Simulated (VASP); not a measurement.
B2O:

```
B O
1.0
     2.87900    0.00000    0.00000
    -1.43950    2.49329    0.00000
     0.00000    0.00000    7.05200
B O
4 2
Direct
  0.00000 0.00000 0.38000
  0.00000 0.00000 0.62000
  0.66667 0.33333 0.02300
  0.33333 0.66667 0.97700
  0.66667 0.33333 0.30600
  0.33333 0.66667 0.69400
```

```yaml
Program: VASP 6.6.1
Task: relaxation of cell and atoms
Functional: PBEsol
Potentials_or_basis: VASP PAW PBE potentials, release 64 (B, O)
Cutoff: 600 eV
k_mesh: 12 × 12 × 4
Occupations: gaussian, width 0.1 eV
Spin: no spin polarisation
```

At the start: pressure -22.9 GPa; volume 8.44 Å³/atom.

Problem. Where does the relaxation end?

Solution. Over 30 steps the energy falls by 309.7 meV/atom and the volume is 8.45 Å³/atom (+0.2 %); space group P-3m1 (No. 164, to 0.1 Å) before and after.

The path:
| step | energy change (eV) | largest force (eV/Å) | pressure (GPa) | volume (Å³) |
| --- | --- | --- | --- | --- |
| 1 | 0.0000 | 0.1543 | -22.94 | 50.62 |
| 2 | -0.8314 | 1.1984 | 10.22 | 42.20 |
| 3 | -0.8452 | 1.0248 | 5.42 | 43.00 |
| 4 | -1.0634 | 0.5594 | 2.36 | 43.13 |
| 5 | -1.1446 | 0.7959 | -1.27 | 43.20 |
| 6 | -1.1801 | 0.7933 | 1.83 | 42.83 |
| 7 | -1.1838 | 0.7006 | 1.08 | 42.91 |
| 8 | -1.2375 | 0.7578 | 3.10 | 42.91 |
| 9 | -1.3349 | 0.8853 | 7.95 | 42.88 |
| 10 | -1.3675 | 1.2109 | 18.99 | 42.71 |
| 11 | -1.3941 | 1.1143 | 14.62 | 42.78 |
| 12 | -1.4076 | 1.0460 | 14.75 | 42.87 |
| 13 | -1.4433 | 0.8342 | 15.21 | 43.14 |
| 14 | -1.4801 | 0.8058 | 16.41 | 43.66 |
| 15 | -1.5191 | 0.7304 | 14.67 | 43.99 |
| 16 | -1.6143 | 0.7324 | 9.72 | 44.99 |
| 17 | -1.7140 | 0.9209 | 0.94 | 47.01 |
| 18 | -1.7226 | 0.9948 | -2.05 | 47.80 |
| 19 | -1.7474 | 0.8511 | -1.53 | 47.91 |
| 20 | -1.7911 | 0.4179 | 0.27 | 48.23 |
| 21 | -1.7954 | 0.5368 | 1.10 | 48.37 |
| 22 | -1.8103 | 0.3092 | 1.56 | 48.58 |
| 23 | -1.8238 | 0.5767 | 2.63 | 49.07 |
| 24 | -1.8337 | 0.5085 | 2.12 | 49.38 |
| 25 | -1.8529 | 0.2947 | 0.69 | 50.33 |
| 26 | -1.8248 | 0.2675 | -1.79 | 52.25 |
| 27 | -1.8554 | 0.2429 | 0.10 | 50.76 |
| 28 | -1.8576 | 0.1021 | 0.10 | 50.73 |
| 29 | -1.8579 | 0.0822 | 0.10 | 50.71 |
| 30 | -1.8583 | 0.0482 | 0.09 | 50.72 |

Final structure:
```
B O
1.0
     2.53547    0.00000    0.00000
    -1.26774    2.19578    0.00000
     0.00000    0.00000    9.11103
B O
4 2
Direct
  0.00000 0.00000 0.40464
  0.00000 0.00000 0.59536
  0.66667 0.33333 0.03260
  0.33333 0.66667 0.96740
  0.66667 0.33333 0.34453
  0.33333 0.66667 0.65547
```

Caveat: a cell axis changed by over 15 % at a fixed basis, so the end point is rough; the PAW data sets were made with another functional, which shifts forces and pressure a little; the relaxation stopped at a loose force limit of 0.05 eV/Å, so its end isn't a converged minimum.
